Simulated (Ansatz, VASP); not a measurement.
## SnO: VASP beside Ansatz

File INCAR:

```
PREC = Accurate
ENCUT = 520
EDIFF = 1E-6
ISMEAR = 0
SIGMA = 0.15
LREAL = False
LASPH = True
NELM = 80
ALGO = Normal
ISIF = 2
LWAVE = False
LCHARG = False
GGA = PS
NBANDS = 28
```

The input KPOINTS:

```
Automatic mesh
0
Gamma
  10 10 8
```

The input POSCAR:

```
SnO
1.0
    3.8803391402      0.0000000000      0.0000000000
    0.0000000000      3.8803391402      0.0000000000
    0.0000000000      0.0000000000      4.7505758552
Sn O
2 2
Direct
    0.0000000000      0.5000000000      0.2424656074
    0.5000000000      0.0000000000      0.7575343926
    0.0000000000      0.0000000000      0.0000000000
    0.5000000000      0.5000000000      0.0000000000
```

Input for Ansatz:

```yaml
crystal:
  lattice:
    - [3.8803391402, 0.0, 0.0]
    - [0.0, 3.8803391402, 0.0]
    - [0.0, 0.0, 4.7505758552]
  atoms:
    - { symbol: Sn, position: [0.0, 0.5, 0.2424656074] }
    - { symbol: Sn, position: [0.5, 0.0, 0.7575343926] }
    - { symbol: O, position: [0.0, 0.0, 0.0] }
    - { symbol: O, position: [0.5, 0.5, 0.0] }
basis:
  ecutwfc: 520.0
kpoints:
  mp_grid: { grid: [10, 10, 8] }
hamiltonian:
  xc: pbesol
  pseudopotentials: { kind: paw, azcp: { folder: soft_1 } }
scf:
  occupations: { method: gaussian, width: 0.15 }
output:
  forces: true
  stress: true
  eigenvalues: true
```

Change from the starting cell: mode 4 frozen in at +0.000 Å, equal normal strain along x and y +0.0200.

Alike in both runs: task single point; functional PBEsol; k mesh 10 × 10 × 8; occupations gaussian, width 0.15 eV; no spin polarisation.

|  | VASP | Ansatz |
| --- | --- | --- |
| version | VASP 6.6.1 | Ansatz 0.2.0 |
| potentials or method | VASP PAW PBE potentials, release 64 (Sn_d, O), cutoff 520 eV | scalar-relativistic, plane waves, PAW |
| valence electrons in the cell | 40 | 40 |

Ansatz gave:

- pressure (GPa): -3.8
- traceless stress, the component that is largest in VASP (GPa): 1.48
- rms of the force components (eV/Å): 0.168

**Question.** Which values does VASP return?

**Answer.** Pressure (GPa): -3.5; traceless stress, the component that is largest in VASP (GPa): 1.47; rms of the force components (eV/Å): 0.133.

VASP's potentials were made for PBE, not for PBEsol, and Ansatz warns of the same on its side. Atom by atom the forces differ by 0.035 eV/Å (rms over components). The functional is the same, so the differences come from potentials, cutoffs and numerics.
